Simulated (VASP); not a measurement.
Fe: single point with PBEsol

The system is Fe.

```
Fe
1.0
    -2.42962    0.00000    0.00000
     0.00000    0.00000   -3.83843
     0.00000   -4.20822    0.00000
Fe
4
Cartesian
  0.0000 1.4027 0.9596
  1.2148 0.7014 2.8788
  -1.2148 -0.7014 0.9596
  0.0000 -1.4027 2.8788
```

This isn't the form of Fe at room conditions, which is bcc.

| Property | Result |
| --- | --- |
| Program | VASP 6.6.1 |
| Task | single point |
| Functional | PBEsol |
| Potentials or basis | VASP PAW PBE potentials, release 64 (Fe) |
| Cutoff | 600 eV |
| k mesh | 14 × 10 × 8 |
| Occupations | gaussian, width 0.05 eV |
| Spin | collinear spin, antiferromagnetic start |
| Starting moments | [2.5, -2.5, -2.5, 2.5] μB |
| Dipole correction | no |
| Further INCAR settings | ALGO = Normal; EDIFF = 1e-06; NBANDS = 28 |

| Quantity | Value |
| --- | --- |
| Pressure | 2.4 GPa |
| Largest force | 0.091 eV/Å |
| Band gap on the k mesh | zero (filled and empty bands overlap) |
| Net moment | 0.00 μB per cell |
| Site moments | Fe +0.68, -0.68 (each value once) μB |
| Valence electrons inside the program's atomic spheres | Fe 7.62 |

Forces on the atoms (eV/Å):
```
Fe   0.000  0.091  0.000
Fe   0.000 -0.091  0.000
Fe   0.000  0.091  0.000
Fe   0.000 -0.091  0.000
```

Stress tensor (GPa, compression positive):
```
-0.55  0.00  0.00
 0.00  3.67  0.00
 0.00  0.00  3.95
```

Levels at points of the mesh, in eV from the Fermi level:
Spin up:
| k point | band 14 | band 15 | band 16 | band 17 | band 18 | band 19 |
| --- | --- | --- | --- | --- | --- | --- |
| (0.00, 0.00, 0.00) | -1.16 | -1.02 | -0.92 | 0.47 | 0.75 | 0.77 |
| (0.50, 0.00, 0.00) | -1.13 | -0.22 | 0.32 | 0.68 | 0.85 | 1.03 |
| (0.00, 0.50, 0.00) | -0.85 | 0.08 | 0.08 | 0.31 | 0.31 | 0.42 |
| (0.50, 0.50, 0.00) | -1.06 | -0.76 | -0.76 | 0.85 | 0.85 | 1.09 |
| (0.00, 0.00, 0.50) | -1.19 | -0.92 | -0.72 | -0.70 | -0.15 | -0.14 |
| (0.50, 0.00, 0.50) | -1.00 | 0.71 | 0.93 | 0.97 | 1.00 | 1.19 |
| (0.00, 0.50, 0.50) | -1.37 | -0.97 | -0.97 | 0.16 | 0.16 | 0.61 |
| (0.50, 0.50, 0.50) | -0.05 | 0.20 | 0.20 | 0.85 | 0.85 | 1.11 |
Spin down:
| k point | band 12 | band 13 | band 14 | band 15 | band 16 | band 17 | band 18 | band 19 | band 20 | band 21 |
| --- | --- | --- | --- | --- | --- | --- | --- | --- | --- | --- |
| (0.00, 0.00, 0.00) | -1.37 | -1.30 | -1.16 | -1.02 | -0.92 | 0.47 | 0.75 | 0.77 | 0.87 | 1.12 |
| (0.50, 0.00, 0.00) | -1.53 | -1.22 | -1.13 | -0.22 | 0.32 | 0.68 | 0.85 | 1.03 | 1.12 | 2.43 |
| (0.00, 0.50, 0.00) | -1.91 | -0.85 | -0.85 | 0.08 | 0.08 | 0.31 | 0.31 | 0.42 | 0.42 | 1.03 |
| (0.50, 0.50, 0.00) | -2.15 | -1.06 | -1.06 | -0.76 | -0.76 | 0.85 | 0.85 | 1.09 | 1.09 | 3.90 |
| (0.00, 0.00, 0.50) | -1.55 | -1.26 | -1.19 | -0.92 | -0.72 | -0.70 | -0.15 | -0.14 | 0.09 | 0.91 |
| (0.50, 0.00, 0.50) | -1.38 | -1.37 | -1.00 | 0.71 | 0.93 | 0.97 | 1.00 | 1.19 | 1.24 | 2.70 |
| (0.00, 0.50, 0.50) | -1.75 | -1.37 | -1.37 | -0.97 | -0.97 | 0.16 | 0.16 | 0.61 | 0.61 | 0.96 |
| (0.50, 0.50, 0.50) | -0.62 | -0.05 | -0.05 | 0.20 | 0.20 | 0.85 | 0.85 | 1.11 | 1.11 | 2.50 |

Run time: 22 min on 1 thread of Intel Xeon 8259CL (shared host), peak memory 0.51 GiB.

Caveat: the PAW data sets were made with another functional, which shifts forces and pressure a little.
